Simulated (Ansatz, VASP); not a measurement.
# BN in VASP and in Ansatz

```
CELL_PARAMETERS angstrom
2.50612 0.00000 0.00000
-1.25306 2.17037 0.00000
0.00000 0.00000 6.59735
ATOMIC_POSITIONS crystal
B 0.00000 0.00000 0.50000
B 0.33333 0.66667 0.00000
N 0.00000 0.00000 0.00000
N 0.66667 0.33333 0.50000
```

Alike in both runs: functional PBE; dispersion D3(BJ); k mesh 12 × 12 × 4; occupations gaussian, width 0.02 eV; no spin polarisation.

Ansatz relaxed the structure, and its values are those at the end. VASP's run is a single point on that final structure, the one shown.

```csv
,VASP,Ansatz
version,VASP 6.6.1,Ansatz 0.2.0
potentials or method,"VASP PAW PBE potentials, release 64 (B, N), cutoff 520 eV","scalar-relativistic, plane waves, PAW"
valence electrons in the cell,16,16
```

|  | VASP | Ansatz | Ansatz less VASP |
| --- | --- | --- | --- |
| gap on the k mesh at the Fermi level (eV) | 4.35 | 4.36 | +0.007 |
| least direct gap on the mesh (eV) | 4.46 | 4.47 | +0.003 |
| pressure (GPa) | 0.1 | 0.0 | -0.08 |
